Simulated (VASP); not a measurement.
Wanted: the native input for a VASP 6.6.1 run.

```yaml
Task: single point
Functional: PBE
Potentials_or_basis: VASP PAW PBE potentials, release 64 (Cs_sv, Ge_d, F)
Cutoff: 520 eV
k_mesh: 6 × 6 × 6
Occupations: fermi-dirac, width 0.02 eV
Spin: no spin polarisation
Dipole_correction: no
Further_INCAR_settings: ALGO = Normal; EDIFF = 1e-06; NBANDS = 30
```

The structure of CsGeF3 lies in POSCAR:

```
CsGeF3
1.0
    4.4965198475      0.0000000000      0.0000000000
    0.0000000000      4.4965198475      0.0000000000
    0.0000000000      0.0000000000      4.4965198475
Cs Ge F
1 1 3
Direct
    0.0000000000      0.0000000000      0.0000000000
    0.5000000000      0.5000000000      0.5000000000
    0.5000000000      0.5000000000      0.0000000000
    0.5000000000      0.0000000000      0.5000000000
    0.0000000000      0.5000000000      0.5000000000
```

These files were run (other wordings do the same):

INCAR

```
PREC     = Accurate       # precision mode
ENCUT    = 520            # plane-wave cutoff, eV
EDIFF    = 1E-6           # SCF threshold, eV
ISMEAR   = -1             # smearing method
SIGMA    = 0.02           # smearing width, eV
LREAL    = F              # projectors in reciprocal space
LASPH    = T              # aspherical terms in the spheres
NELM     = 100            # most SCF steps
ALGO     = Normal         # electronic algorithm
ISIF     = 2              # what is computed and relaxed
LWAVE    = F              # write WAVECAR
LCHARG   = F              # write CHGCAR
GGA      = PE             # functional
NBANDS   = 30             # bands
```

KPOINTS

```
Automatic mesh
0
Gamma
  6 6 6
```

Potentials or basis: VASP PAW PBE potentials, release 64 (Cs_sv, Ge_d, F).

Launch:

```bash
$ cat potpaw_PBE.64/Cs_sv/POTCAR potpaw_PBE.64/Ge_d/POTCAR potpaw_PBE.64/F/POTCAR > POTCAR
$ mpirun -np 1 vasp_std > vasp.out
```

Results of the run:

The pressure is 2.3 GPa and the band gap on the k mesh is 1.84 eV.

Caveat: spin-orbit coupling is left out, which moves the levels of the heavy elements.

Run time: 20 s on 1 thread of Intel(R) Xeon(R) 6975P-C (Granite Rapids), with other jobs on the host, peak memory 0.23 GiB.
